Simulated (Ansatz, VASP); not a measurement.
## AlN in VASP and in Ansatz

```xyz
8
Lattice="-1.6378 2.8368 0.0000 0.0000 0.0000 4.1006 4.9135 2.8368 0.0000" Properties=species:S:1:pos:R:3 pbc="T T T"
Al    0.1240    1.6432    3.0755
Al    1.6378    4.7280    3.0755
Al    1.6378    0.9456    1.0252
Al    3.2757    3.7824    1.0252
N     0.0000    1.8912    1.0252
N     1.6378    4.7280    1.0252
N     1.6378    0.9456    3.0755
N     3.2757    3.7824    3.0755
```

Alike in both runs: task single point; functional LDA; k mesh 8 × 6 × 4; occupations gaussian, width 0.05 eV; no spin polarisation.

|  | VASP | Ansatz |
| --- | --- | --- |
| version | VASP 6.6.1 | Ansatz 0.2.0 |
| potentials or method | VASP PAW LDA potentials, release 64 (Al, N), cutoff 520 eV | scalar-relativistic, plane waves, PAW |
| valence electrons in the cell | 32 | 32 |

|  | VASP | Ansatz | Ansatz less VASP |
| --- | --- | --- | --- |
| gap on the k mesh at the Fermi level (eV) | 3.52 | 3.51 | -0.007 |
| least direct gap on the mesh (eV) | 3.52 | 3.51 | -0.007 |
| pressure (GPa) | 4.1 | 3.4 | -0.73 |
| traceless stress, the component that is largest in VASP (GPa) | 8.44 | 8.12 | -0.317 |
| rms of the force components (eV/Å) | 1.538 | 1.508 | -0.0302 |

Ansatz warns that its potentials were made for another functional, while VASP's fit it. LDA's correlation is that of Perdew and Zunger in VASP and of Perdew and Wang (1992) in Ansatz. Atom by atom the forces differ by 0.031 eV/Å (rms over components).
